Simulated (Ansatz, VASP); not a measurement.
**Two plane-wave programs on CdTe**

```
Cd Te
1.0
     0.00000    3.59438    2.80362
     3.59438    0.00000    2.80362
     3.59438    3.59438    0.00000
Cd Te
1 1
Cartesian
  0.0000 0.0000 0.0000
  5.3916 5.3916 4.2054
```

Alike in both runs: task single point; functional PBE; k mesh 10 × 10 × 10; occupations gaussian, width 0.05 eV; no spin polarisation.

|  | VASP | Ansatz |
| --- | --- | --- |
| version | VASP 6.6.1 | Ansatz 0.2.0 |
| potentials or method | VASP PAW PBE potentials, release 64 (Cd, Te), cutoff 520 eV | scalar-relativistic, plane waves, PAW |
| valence electrons in the cell | 18 | 36 |

Ansatz gave:

| Property | Result |
| --- | --- |
| gap on the k mesh at the Fermi level (eV) | 0.11 |
| least direct gap on the mesh (eV) | 0.11 |
| pressure (GPa) | -0.8 |
| traceless stress, the component that is largest in VASP (GPa) | 1.80 |

**Question.** Estimate VASP's values.

**Answer.** gap on the k mesh at the Fermi level (eV): 0.11; least direct gap on the mesh (eV): 0.11; pressure (GPa): -0.7; traceless stress, the component that is largest in VASP (GPa): 1.78.

With one functional, cell and mesh, what is left measures potentials, basis and numerics. VASP's potentials hold 18 valence electrons a cell and Ansatz's 36, so a difference there can come from the potentials and not from the codes.

Spin-orbit coupling is off throughout.
